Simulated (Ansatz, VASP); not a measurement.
## Two plane-wave programs on B3P

Contents of INCAR:

```
PREC = Accurate
ENCUT = 500
EDIFF = 1E-6
ISMEAR = 0
SIGMA = 0.1
LREAL = False
LASPH = True
NELM = 120
ALGO = Normal
ISIF = 2
LWAVE = False
LCHARG = False
GGA = PE
NBANDS = 15
GGA_COMPAT = False
```

File KPOINTS:

```
Automatic mesh
0
Gamma
  8 8 8
```

Contents of POSCAR:

```
B3P
1.0
   -1.6030905643      1.6030905643      3.5809295722
    1.6030905643     -1.6030905643      3.5809295722
    1.6030905643      1.6030905643     -3.5809295722
B P
3 1
Direct
    0.5000000000      0.5000000000      0.0000000000
    0.2500000000      0.7500000000      0.5000000000
    0.7500000000      0.2500000000      0.5000000000
    0.0000000000      0.0000000000      0.0000000000
```

Input for Ansatz:

```yaml
crystal:
  lattice:
    - [-1.6030905643, 1.6030905643, 3.5809295722]
    - [1.6030905643, -1.6030905643, 3.5809295722]
    - [1.6030905643, 1.6030905643, -3.5809295722]
  atoms:
    - { symbol: B, position: [0.5, 0.5, 0.0] }
    - { symbol: B, position: [0.25, 0.75, 0.5] }
    - { symbol: B, position: [0.75, 0.25, 0.5] }
    - { symbol: P, position: [0.0, 0.0, 0.0] }
basis:
  ecutwfc: 420
kpoints:
  mp_grid: { grid: [8, 8, 8] }
hamiltonian:
  xc: pbe
scf:
  occupations: { method: gaussian, width: 0.1 }
  lower_state_search: "off"
output:
  forces: true
  stress: true
  eigenvalues: true
```

Alike in both runs: task single point; functional PBE; k mesh 8 × 8 × 8; occupations gaussian, width 0.1 eV; no spin polarisation.

```csv
,VASP,Ansatz
version,VASP 6.6.1,Ansatz 0.2.0
potentials or method,"VASP PAW PBE potentials, release 64 (B, P), cutoff 500 eV","scalar-relativistic, plane waves, PAW"
valence electrons in the cell,14,14
```

VASP gave:

```
gap on the k mesh at the Fermi level (eV)                     : none
pressure (GPa)                                                : -18.9
traceless stress, the component that is largest in VASP (GPa) : 11.74
```

Question: What did Ansatz give for the same quantities?

Answer: gap on the k mesh at the Fermi level (eV): none; pressure (GPa): -18.7; traceless stress, the component that is largest in VASP (GPa): 11.74.

A gap of «none» marks a metal or a gap that the smearing closes.
